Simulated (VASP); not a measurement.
Write the native input for VASP 6.6.1 that does the following.

| Quantity | Value |
| --- | --- |
| Task | single point |
| Functional | HF |
| Potentials or basis | VASP PAW PBE potentials, release 64 (Pb_d, S) |
| Cutoff | 520 eV |
| k mesh | 4 × 4 × 4 |
| Occupations | gaussian, width 0.01 eV |
| Spin | no spin polarisation |
| Dipole correction | no |
| Grid for exact exchange (PRECFOCK) | Normal |
| Further INCAR settings | ALGO = Normal; EDIFF = 1e-07; NBANDS = 17 |
| Share of exact exchange | 1 |

The system is PbS.

```
Pb S
1.0
     0.00000    2.97057    2.97057
     2.97057    0.00000    2.97057
     2.97057    2.97057    0.00000
Pb S
1 1
Direct
  0.00000 0.00000 0.00000
  0.50000 0.50000 0.50000
```

The input as run:

POSCAR

```
PbS
1.0
    0.0000000000      2.9705683225      2.9705683225
    2.9705683225      0.0000000000      2.9705683225
    2.9705683225      2.9705683225      0.0000000000
Pb S
1 1
Direct
    0.0000000000      0.0000000000      0.0000000000
    0.5000000000      0.5000000000      0.5000000000
```

INCAR.step1

```
PREC = Accurate
ENCUT = 520
EDIFF = 1E-5
ISMEAR = 0
SIGMA = 0.01
LREAL = F
LASPH = T
NELM = 100
ALGO = Normal
ISIF = 2
LWAVE = T
LCHARG = F
NBANDS = 17
GGA = PE
```

INCAR.step2

```
PREC = Accurate
ENCUT = 520
EDIFF = 1E-7
ISMEAR = 0
SIGMA = 0.01
LREAL = F
LASPH = T
NELM = 100
ALGO = Normal
ISIF = 2
LWAVE = F
LCHARG = F
GGA = PE
LHFCALC = T
AEXX = 1.0
ALDAC = 0.0
AGGAC = 0.0
PRECFOCK = Normal
NBANDS = 17
ISTART = 1
```

KPOINTS

```
Automatic mesh
0
Gamma
  4 4 4
```

Potentials or basis: VASP PAW PBE potentials, release 64 (Pb_d, S).

Command:

```sh
$ cat potpaw_PBE.64/Pb_d/POTCAR potpaw_PBE.64/S/POTCAR > POTCAR
$ cp INCAR.step1 INCAR
$ mpirun -np 1 vasp_std > vasp.out
$ cp INCAR.step2 INCAR
$ mpirun -np 1 vasp_std > vasp.out
```

Results of the run:

| Item | Value |
| --- | --- |
| Pressure | 7.1 GPa |
| Band gap on the k mesh | 5.53 eV |

Caveat: the k points lie up to 0.46 Å⁻¹ apart; the PAW data sets were made with another functional, which shifts forces and pressure a little; spin-orbit coupling is left out, which moves the levels of the heavy elements.

It took 13 min on 1 thread of Intel(R) Xeon(R) Platinum 8259CL CPU @ 2.50GHz (Skylake/Cascade Lake), with other jobs on the host, peak memory 0.19 GiB.
